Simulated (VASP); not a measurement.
Set up this calculation in VASP 6.6.1, as the native input.

```yaml
Task: single point
Functional: PBE
Potentials_or_basis: VASP PAW PBE potentials, release 64 (Be, Cd, Re)
Cutoff: 520 eV
k_mesh: 10 × 10 × 6
Occupations: gaussian, width 0.1 eV
Spin: no spin polarisation
Dipole_correction: no
Further_INCAR_settings: ALGO = Fast; EDIFF = 1e-07; NBANDS = 30
```

The structure of BeCdRe lies in POSCAR:

```
BeCdRe
1.0
    3.6969588574      0.0000000000      0.0000000000
    0.0000000000      3.6969588574      0.0000000000
    0.0000000000      0.0000000000      6.7630350335
Be Cd Re
2 2 2
Direct
    0.5000000000      0.0000000000      0.2408229895
    0.0000000000      0.5000000000      0.7591770105
    0.5000000000      0.0000000000      0.6322565730
    0.0000000000      0.5000000000      0.3677434270
    0.0000000000      0.0000000000      0.0000000000
    0.5000000000      0.5000000000      0.0000000000
```

The input as run:

INCAR

```
  ALGO = Fast
  EDIFF = 1E-7
  ENCUT = 520
  GGA = PE
  ISIF = 2
  ISMEAR = 0
  LASPH = T
  LCHARG = T
  LELF = T
  LREAL = F
  LVHAR = T
  LWAVE = F
  NBANDS = 30
  NELM = 100
  PREC = Accurate
  SIGMA = 0.1
```

KPOINTS

```
k-points
0
Gamma
  10 10 6
```

Potentials or basis: VASP PAW PBE potentials, release 64 (Be, Cd, Re).

The run is started by

```bash
$ cat potpaw_PBE.64/Be/POTCAR potpaw_PBE.64/Cd/POTCAR potpaw_PBE.64/Re/POTCAR > POTCAR
$ mpirun -np 1 vasp_std > vasp.out
```

Results of the run:

```
Pressure               : 0.1 GPa
Largest force          : 0.011 eV/Å
Band gap on the k mesh : zero (bands 21 and 22 overlap by 2.31 eV)
```

Caveat: spin-orbit coupling is left out, which moves the levels of the heavy elements.

Wall time 3.2 min on 1 thread of Intel(R) Xeon(R) Platinum 8488C (Sapphire Rapids), on a shared host, peak memory 0.35 GiB.
